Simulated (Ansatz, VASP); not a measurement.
LiCl in VASP and in Ansatz

```
CELL_PARAMETERS angstrom
0.00000 2.73304 2.74671
2.73304 0.00000 2.74671
2.73304 2.73304 0.00000
ATOMIC_POSITIONS crystal
Li 0.00000 0.00000 0.00000
Cl 0.25000 0.25000 0.25000
```

Change from the starting cell: uniaxial_z strain +0.5%.

Alike in both runs: task single point; functional r2SCAN; k mesh 8 × 8 × 8; no spin polarisation.

|  | VASP | Ansatz |
| --- | --- | --- |
| version | VASP 6.6.1 | Ansatz 0.2.0 |
| potentials or method | VASP PAW PBE potentials, release 64 (Li_sv, Cl) | plane waves, PAW |
| plane-wave cutoff (eV) | 520 | 500 |
| occupations | gaussian, width 0.01 eV | fixed |
| valence electrons in the cell | 10 | 10 |

```tsv
	VASP	Ansatz	Ansatz less VASP
gap on the k mesh at the Fermi level (eV)	6.75	6.69	-0.057
```

VASP's potentials were made for PBE, not for r2SCAN.

Noted on VASP's run: the cutoff is short for stress, so the pressure is rough.
